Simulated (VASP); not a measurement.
Wanted: the native input for a VASP 6.6.1 run.

```yaml
Task: single point
Functional: BLYP
Potentials_or_basis: VASP PAW PBE potentials, release 64 (Nb_sv)
Cutoff: 520 eV
k_mesh: 13 × 13 × 13
Occupations: fermi-dirac, width 0.1 eV
Spin: no spin polarisation
Dipole_correction: no
Further_INCAR_settings: ALGO = Normal; EDIFF = 1e-07; NBANDS = 12
```

The structure of Nb lies in POSCAR:

```
Nb
1.0
    2.6861804688      0.0000000000      0.0000000000
    0.0000000000      2.6861804688      0.0000000000
    0.0000000000      0.0000000000      2.6861804688
Nb
1
Direct
    0.0000000000      0.0000000000      0.0000000000
```

This cell differs from its parent crystal: volume scaled by 0.92.

The input as run:

INCAR

```
PREC = Accurate ; ENCUT = 520
EDIFF = 1E-7 ; ISMEAR = -1
SIGMA = 0.1 ; LREAL = F
LASPH = T ; NELM = 100
ALGO = Normal ; ISIF = 2
LWAVE = F ; LCHARG = F
GGA = B5 ; ALDAX = 1.0
AGGAX = 1.0 ; AGGAC = 1.0
ALDAC = 0.0 ; NBANDS = 12
```

KPOINTS

```
regular mesh
0
Gamma
  13 13 13
```

Potentials or basis: VASP PAW PBE potentials, release 64 (Nb_sv).

Launch:

```console
$ cat potpaw_PBE.64/Nb_sv/POTCAR > POTCAR
$ mpirun -np 1 vasp_std > vasp.out
```

Results of the run:

```json
{"Pressure": "11.3 GPa"}
```

Caveat: the PAW data sets were made with another functional, which shifts forces and pressure a little.

It took 16 s on 1 thread of AMD EPYC 7R43 64-Core Processor (Zen 3) (shared host), peak memory 0.1 GiB.
